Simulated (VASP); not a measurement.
# SrTiO3 (Pm-3m) in VASP: single point with PBE+U

Aim: the single point of SrTiO3 with PBE+U.

All numbers are computed with VASP 6.6.1; they aren't measurements. Logs are shortened: lines on timing, memory, paths and dates and some standing lists are left out, and cuts for length are marked.

**1. The cell of the first run**

The structure is cubic, space group Pm-3m (No. 221). The conventional cell has a = 3.961 Å, b = 3.961 Å, c = 3.961 Å, α = 90.00°, β = 90.00°, γ = 90.00°. Sr (site symmetry m-3m) has 12 O at 2.80 Å and 8 Ti at 3.43 Å within 3.7 Å. Within 2.6 Å of Ti (site symmetry m-3m) lie 6 O at 1.98 Å. O (site symmetry 4/mmm) has 2 Ti at 1.98 Å within 2.6 Å.

**2. Single point, PBE+U**

Contents of INCAR:

```
SYSTEM = SrTiO3
ALGO = Normal
EDIFF = 1E-6
ENCUT = 520
GGA = PE
ISIF = 2
ISMEAR = -1
LASPH = .True.
LCHARG = .False.
LDAU = .True.
LDAUJ = 0 0 0
LDAUL = -1 2 -1
LDAUPRINT = 1
LDAUTYPE = 2
LDAUU = 0 1.23 0
LMAXMIX = 4
LREAL = .False.
LWAVE = .False.
NBANDS = 51
NELM = 150
PREC = Accurate
SIGMA = 0.0671
```

Contents of KPOINTS:

```
k-points
0
Gamma
  6 6 6
  0 0 0
```

Contents of POSCAR:

```
SrTiO3
1.0
    3.9605689300      3.9605689300      0.0000000000
    0.0000000000      3.9605689300      3.9605689300
    3.9605689300      0.0000000000      3.9605689300
Sr Ti O
2 2 6
Direct
    0.2500000000      0.2500000000      0.2500000000
    0.7500000000      0.7500000000      0.7500000000
    0.0000000000      0.0000000000      0.0000000000
    0.5000000000      0.5000000000      0.5000000000
    0.2500000000      0.7500000000      0.2500000000
    0.7500000000      0.2500000000      0.7500000000
    0.2500000000      0.2500000000      0.7500000000
    0.7500000000      0.7500000000      0.2500000000
    0.2500000000      0.7500000000      0.7500000000
    0.7500000000      0.2500000000      0.2500000000
```

Potentials or basis: VASP PAW PBE potentials, release 64 (Sr_sv, Ti_sv, O).

The run is started by

```bash
$ cat potpaw_PBE.64/Sr_sv/POTCAR potpaw_PBE.64/Ti_sv/POTCAR potpaw_PBE.64/O/POTCAR > POTCAR
$ mpirun -np 1 vasp_std > vasp.out
```

OUTCAR:

```text
SYSTEM = SrTiO3
   EDIFF = 1E-6
   ENCUT = 520
   GGA = PE
   ISIF = 2
   ISMEAR = -1
   LASPH = .True.
   LREAL = .False.
   NELM = 150
   PREC = Accurate

 ion  position               nearest neighbor table
   1  0.250  0.250  0.250-   5 2.80   7 2.80  10 2.80   6 2.80   7 2.80   9 2.80   5 2.80   8 2.80
                             9 2.80   6 2.80   8 2.80  10 2.80   4 3.43   3 3.43   3 3.43   4 3.43
   2  0.750  0.750  0.750-   6 2.80   8 2.80   9 2.80   5 2.80   8 2.80  10 2.80   6 2.80   7 2.80
                            10 2.80   5 2.80   7 2.80   9 2.80   3 3.43   4 3.43   4 3.43   3 3.43
   3  0.000  0.000  0.000-   5 1.98   6 1.98   7 1.98   8 1.98   9 1.98  10 1.98   2 3.43   2 3.43
                             1 3.43   2 3.43   2 3.43   1 3.43   1 3.43   1 3.43
   4  0.500  0.500  0.500-   5 1.98   6 1.98   7 1.98   8 1.98   9 1.98  10 1.98   1 3.43   1 3.43
                             1 3.43   2 3.43   1 3.43   2 3.43   2 3.43   2 3.43
   5  0.250  0.750  0.250-   3 1.98   4 1.98   1 2.80   2 2.80   1 2.80   2 2.80
   6  0.750  0.250  0.750-   3 1.98   4 1.98   2 2.80   1 2.80   2 2.80   1 2.80
   7  0.250  0.250  0.750-   3 1.98   4 1.98   1 2.80   1 2.80   2 2.80   2 2.80
   8  0.750  0.750  0.250-   3 1.98   4 1.98   2 2.80   2 2.80   1 2.80   1 2.80
   9  0.250  0.750  0.750-   3 1.98   4 1.98   2 2.80   1 2.80   1 2.80   2 2.80
  10  0.750  0.250  0.250-   3 1.98   4 1.98   1 2.80   2 2.80   2 2.80   1 2.80

  LATTYP: Found a face centered cubic cell.
 ALAT       =     7.9211378600

  Lattice vectors:

 A1 = (   3.9605689300,   3.9605689300,   0.0000000000)
 A2 = (   0.0000000000,   3.9605689300,   3.9605689300)
 A3 = (   3.9605689300,   0.0000000000,   3.9605689300)

Analysis of symmetry for initial positions (statically):
=====================================================================
 Subroutine PRICEL returns following result:

  LATTYP: Found a simple cubic cell.
 ALAT       =     3.9605689300

  Lattice vectors:

 A1 = (   0.0000000000,   0.0000000000,  -3.9605689300)
 A2 = (   0.0000000000,   3.9605689300,   0.0000000000)
 A3 = (   3.9605689300,   0.0000000000,   0.0000000000)

   2 primitive cells build up your supercell.

 Routine SETGRP: Setting up the symmetry group for a
 face centered cubic supercell.

 Subroutine GETGRP returns: Found 48 space group operations
 (whereof 48 operations were pure point group operations)
 out of a pool of 48 trial point group operations.

The static configuration has the point symmetry O_h .

Analysis of symmetry for dynamics (positions and initial velocities):
=====================================================================
 Subroutine PRICEL returns following result:

  LATTYP: Found a simple cubic cell.
 ALAT       =     3.9605689300

  Lattice vectors:

 A1 = (   0.0000000000,   0.0000000000,  -3.9605689300)
 A2 = (   0.0000000000,   3.9605689300,   0.0000000000)
 A3 = (   3.9605689300,   0.0000000000,   0.0000000000)

   2 primitive cells build up your supercell.

 Routine SETGRP: Setting up the symmetry group for a
 face centered cubic supercell.

 Subroutine GETGRP returns: Found 48 space group operations
 (whereof 48 operations were pure point group operations)
 out of a pool of 48 trial point group operations.

The dynamic configuration has the point symmetry O_h .

 Subroutine INISYM returns: Found 48 space group operations
 (whereof 48 operations are pure point group operations),
 and found     2 'primitive' translations

----------------------------------------------------------------------------------------

                                     Primitive cell

  volume of cell :      62.1259

  direct lattice vectors                    reciprocal lattice vectors
     0.000000000  0.000000000 -3.960568930     0.000000000  0.000000000 -0.252488978
     0.000000000  3.960568930  0.000000000     0.000000000  0.252488978  0.000000000
     3.960568930  0.000000000  0.000000000     0.252488978  0.000000000  0.000000000

  length of vectors
     3.960568930  3.960568930  3.960568930     0.252488978  0.252488978  0.252488978

[... 93 lines left out ...]
   EFERMI_NEDOS =   21; number of points for ismear=-14 and -15
   IALGO  =     38    algorithm
   IMIX   =      4    mixing-type and parameters
     AMIX     =   0.40;   BMIX     =  1.00
     AMIX_MAG =   1.60;   BMIX_MAG =  1.00
  volume/ion in A,a.u.               =      12.43        83.85
  Fermi-wavevector in a.u.,A,eV,Ry     =   1.413635  2.671383 27.189387  1.998364
  Thomas-Fermi vector in A             =   2.535260
   LORBIT       =      0    0 simple, 1 ext, 2 COOP (PROOUT), +10 PAW based schemes
 LDA+U is selected, type is set to LDAUTYPE =  2
   angular momentum for each species LDAUL =    -1    2   -1
   U (eV)           for each species LDAUU =   0.0  1.2  0.0
   J (eV)           for each species LDAUJ =   0.0  0.0  0.0
   GGA     = PE    functional components
   LHFCALC =     F    Hartree Fock is set to
   AEXX    =    0.0000 exact exchange contribution
   IVDW    =     0    specifies the selected vdW correction
   LEPSILON=     F    determine dielectric tensor
   LRPA    =     F    only Hartree local field effects (RPA)
 non-spin polarized calculation
  energy-cutoff  :      520.00
  volume of cell :      124.25
 maximum number of plane-waves:      3383
 NGX is ok and might be reduce to    42
   NGX = 21   NGY = 21   NGZ = 21

atom =   3  type =  2  l = 2

 onsite density matrix

spin component  1

  0.1151  0.0000  0.0000  0.0000 -0.0000
  0.0000  0.1151  0.0000  0.0000 -0.0000
  0.0000  0.0000  0.2512  0.0000  0.0000
  0.0000  0.0000  0.0000  0.1151  0.0000
 -0.0000 -0.0000  0.0000  0.0000  0.2512

spin component  2

  0.1151  0.0000  0.0000  0.0000 -0.0000
  0.0000  0.1151  0.0000  0.0000 -0.0000
  0.0000  0.0000  0.2512  0.0000  0.0000
  0.0000  0.0000  0.0000  0.1151  0.0000
 -0.0000 -0.0000  0.0000  0.0000  0.2512

 occupancies and eigenvectors

  o =  0.1151  v =  1.0000  0.0000  0.0000  0.0000  0.0000  0.0000  0.0000  0.0000  0.0000  0.0000      0.0000  0.0000  0.0000  0.0000  0.0000  0.0000  0.0000  0.0000  0.0000  0.0000
  o =  0.1151  v =  0.0000  0.0000  0.0000  0.0000  0.0000  1.0000  0.0000  0.0000  0.0000  0.0000      0.0000  0.0000  0.0000  0.0000  0.0000  0.0000  0.0000  0.0000  0.0000  0.0000
  o =  0.1151  v =  0.0000  0.1292 -0.0000 -0.9916 -0.0000  0.0000  0.0000  0.0000  0.0000  0.0000      0.0000  0.0000  0.0000  0.0000  0.0000  0.0000  0.0000  0.0000  0.0000  0.0000
  o =  0.1151  v =  0.0000  0.0000  0.0000  0.0000  0.0000  0.0000  0.1292 -0.0000 -0.9916 -0.0000      0.0000  0.0000  0.0000  0.0000  0.0000  0.0000  0.0000  0.0000  0.0000  0.0000
  o =  0.1151  v =  0.0000 -0.9916  0.0000 -0.1292  0.0000  0.0000  0.0000  0.0000  0.0000  0.0000      0.0000  0.0000  0.0000  0.0000  0.0000  0.0000  0.0000  0.0000  0.0000  0.0000
  o =  0.1151  v =  0.0000  0.0000  0.0000  0.0000  0.0000  0.0000 -0.9916  0.0000 -0.1292  0.0000      0.0000  0.0000  0.0000  0.0000  0.0000  0.0000  0.0000  0.0000  0.0000  0.0000
  o =  0.2512  v =  0.0000  0.0000  0.0000  0.0000  0.0000  0.0000  0.0000  1.0000  0.0000 -0.0033      0.0000  0.0000  0.0000  0.0000  0.0000  0.0000  0.0000  0.0000  0.0000  0.0000
  o =  0.2512  v =  0.0000  0.0000  1.0000  0.0000 -0.0033  0.0000  0.0000  0.0000  0.0000  0.0000      0.0000  0.0000  0.0000  0.0000  0.0000  0.0000  0.0000  0.0000  0.0000  0.0000
  o =  0.2512  v =  0.0000  0.0000  0.0000  0.0000  0.0000  0.0000  0.0000  0.0033 -0.0000  1.0000      0.0000  0.0000  0.0000  0.0000  0.0000  0.0000  0.0000  0.0000  0.0000  0.0000
  o =  0.2512  v =  0.0000  0.0000  0.0033 -0.0000  1.0000  0.0000  0.0000  0.0000  0.0000  0.0000      0.0000  0.0000  0.0000  0.0000  0.0000  0.0000  0.0000  0.0000  0.0000  0.0000

atom =   4  type =  2  l = 2

 onsite density matrix

spin component  1

  0.1151  0.0000 -0.0000  0.0000 -0.0000
  0.0000  0.1151  0.0000  0.0000 -0.0000
 -0.0000  0.0000  0.2512  0.0000 -0.0000
  0.0000  0.0000  0.0000  0.1151  0.0000
 -0.0000 -0.0000 -0.0000  0.0000  0.2512

spin component  2

  0.1151  0.0000 -0.0000  0.0000 -0.0000
  0.0000  0.1151  0.0000  0.0000 -0.0000
 -0.0000  0.0000  0.2512  0.0000 -0.0000
  0.0000  0.0000  0.0000  0.1151  0.0000
 -0.0000 -0.0000 -0.0000  0.0000  0.2512

 occupancies and eigenvectors

  o =  0.1151  v =  1.0000  0.0000  0.0000  0.0000  0.0000  0.0000  0.0000  0.0000  0.0000  0.0000      0.0000  0.0000  0.0000  0.0000  0.0000  0.0000  0.0000  0.0000  0.0000  0.0000
  o =  0.1151  v =  0.0000  0.0000  0.0000  0.0000  0.0000  1.0000  0.0000  0.0000  0.0000  0.0000      0.0000  0.0000  0.0000  0.0000  0.0000  0.0000  0.0000  0.0000  0.0000  0.0000
  o =  0.1151  v =  0.0000 -0.5413 -0.0000  0.8408  0.0000  0.0000  0.0000  0.0000  0.0000  0.0000      0.0000  0.0000  0.0000  0.0000  0.0000  0.0000  0.0000  0.0000  0.0000  0.0000
  o =  0.1151  v =  0.0000  0.0000  0.0000  0.0000  0.0000  0.0000 -0.5413 -0.0000  0.8408  0.0000      0.0000  0.0000  0.0000  0.0000  0.0000  0.0000  0.0000  0.0000  0.0000  0.0000
  o =  0.1151  v =  0.0000 -0.8408 -0.0000 -0.5413 -0.0000  0.0000  0.0000  0.0000  0.0000  0.0000      0.0000  0.0000  0.0000  0.0000  0.0000  0.0000  0.0000  0.0000  0.0000  0.0000
  o =  0.1151  v =  0.0000  0.0000  0.0000  0.0000  0.0000  0.0000 -0.8408 -0.0000 -0.5413 -0.0000      0.0000  0.0000  0.0000  0.0000  0.0000  0.0000  0.0000  0.0000  0.0000  0.0000
  o =  0.2512  v =  0.0000  0.0000  0.0000  0.0000  0.0000  0.0000 -0.0000  1.0000 -0.0000  0.0082      0.0000  0.0000  0.0000  0.0000  0.0000  0.0000  0.0000  0.0000  0.0000  0.0000
  o =  0.2512  v =  0.0000 -0.0000  1.0000 -0.0000  0.0082  0.0000  0.0000  0.0000  0.0000  0.0000      0.0000  0.0000  0.0000  0.0000  0.0000  0.0000  0.0000  0.0000  0.0000  0.0000
  o =  0.2512  v =  0.0000  0.0000 -0.0082 -0.0000  1.0000  0.0000  0.0000  0.0000  0.0000  0.0000      0.0000  0.0000  0.0000  0.0000  0.0000  0.0000  0.0000  0.0000  0.0000  0.0000
  o =  0.2512  v =  0.0000  0.0000  0.0000  0.0000  0.0000  0.0000  0.0000 -0.0082 -0.0000  1.0000      0.0000  0.0000  0.0000  0.0000  0.0000  0.0000  0.0000  0.0000  0.0000  0.0000

 number of electron      80.0000048 magnetization

 Free energy of the ion-electron system (eV)
  ---------------------------------------------------
  ext. energy  EPLUGINS =         0.00000000
  ---------------------------------------------------
  free energy    TOTEN  =       -78.49909352 eV

  energy without entropy =      -78.49909337  energy(sigma->0) =      -78.49909344

 E-fermi :   4.8555     XC(G=0): -11.0512

 val. band max:        3.8662996440   @ k =   0.0000   0.0000   0.0000
 cond. band min:       5.7888468164   @ k =   0.0000   0.0000   0.0000
 fundamental gap:      1.9225471724
 Fermi energy:         4.8554576855

 k-point     1 :       0.0000    0.0000    0.0000
  band No.  band energies     occupation
      1     -53.0957      2.00000
      2     -53.0922      2.00000
      3     -29.3516      2.00000
      4     -29.3516      2.00000
      5     -29.3516      2.00000
      6     -29.3007      2.00000
[... 853 lines left out ...]
     50      11.2352      0.00000
     51      11.5015      0.00000

------------------------ aborting loop because EDIFF is reached ----------------------------------------

  FORCE on cell =-STRESS in cart. coord.  units (eV):
  Direction    XX          YY          ZZ          XY          YZ          ZX
  --------------------------------------------------------------------------------------
  -------------------------------------------------------------------------------------
  Total       -1.0983178     -1.0983178     -1.0983178      0.0000000      0.0000000      0.0000000
  in kB      -14.1623676    -14.1623676    -14.1623676      0.0000000      0.0000000      0.0000000
  external PRESSURE =     -14.1623676 kB  Pullay stress =       0.0000000 kB

 VOLUME and BASIS-vectors are now :
 -----------------------------------------------------------------------------
  energy-cutoff  :      520.00
  volume of cell :      124.25
      direct lattice vectors                 reciprocal lattice vectors
     3.960568930  3.960568930  0.000000000     0.126244489  0.126244489 -0.126244489
     0.000000000  3.960568930  3.960568930    -0.126244489  0.126244489  0.126244489
     3.960568930  0.000000000  3.960568930     0.126244489 -0.126244489  0.126244489

 POSITION                                       TOTAL-FORCE (eV/Angst)
 -----------------------------------------------------------------------------------
      1.98028      1.98028      1.98028        -0.000000      0.000000     -0.000000
      5.94085      5.94085      5.94085         0.000000      0.000000      0.000000
      0.00000      0.00000      0.00000        -0.000000     -0.000000     -0.000000
      3.96057      3.96057      3.96057         0.000000      0.000000     -0.000000
      1.98028      3.96057      3.96057         0.000000      0.000000      0.000000
      5.94085      3.96057      3.96057        -0.000000     -0.000000     -0.000000
      3.96057      1.98028      3.96057        -0.000000      0.000000      0.000000
      3.96057      5.94085      3.96057        -0.000000     -0.000000      0.000000
      3.96057      3.96057      5.94085         0.000000     -0.000000     -0.000000
      3.96057      3.96057      1.98028         0.000000      0.000000      0.000000
 -----------------------------------------------------------------------------------
    total drift:                                0.000000      0.000000     -0.000000

  FREE ENERGIE OF THE ION-ELECTRON SYSTEM (eV)
  ---------------------------------------------------
  free  energy   TOTEN  =       -78.4990935211 eV

  energy  without entropy=      -78.4990933656  energy(sigma->0) =      -78.49909344
```

Wall time 2.1 min (1 thread of AMD EPYC 7R13 (Zen 3), shared host); peak memory 0.27 GiB.

What came out:

```
Free energy            : -78.4991 eV
Pressure               : -1.4 GPa
Band gap on the k mesh : 1.92 eV
```

Levels at points of the mesh, in eV from the valence-band top:
| k point | band 38 | band 39 | band 40 | band 41 | band 42 | band 43 |
| --- | --- | --- | --- | --- | --- | --- |
| (0.00, 0.00, 0.00) | 0.00 | 0.00 | 0.00 | 1.92 | 1.92 | 1.92 |
| (0.50, 0.00, 0.00) | -0.90 | -0.58 | -0.58 | 3.29 | 3.29 | 3.35 |
| (0.50, 0.50, 0.00) | -0.75 | -0.75 | -0.09 | 2.08 | 3.69 | 3.69 |

Eigenvalues of the final occupation matrices:
```tsv
site	spin	trace	eigenvalues
site 3 d	1	0.85	0.12 0.12 0.12 0.25 0.25
site 3 d	2	0.85	0.12 0.12 0.12 0.25 0.25
site 4 d	1	0.85	0.12 0.12 0.12 0.25 0.25
site 4 d	2	0.85	0.12 0.12 0.12 0.25 0.25
```

A k mesh can miss the band edges.
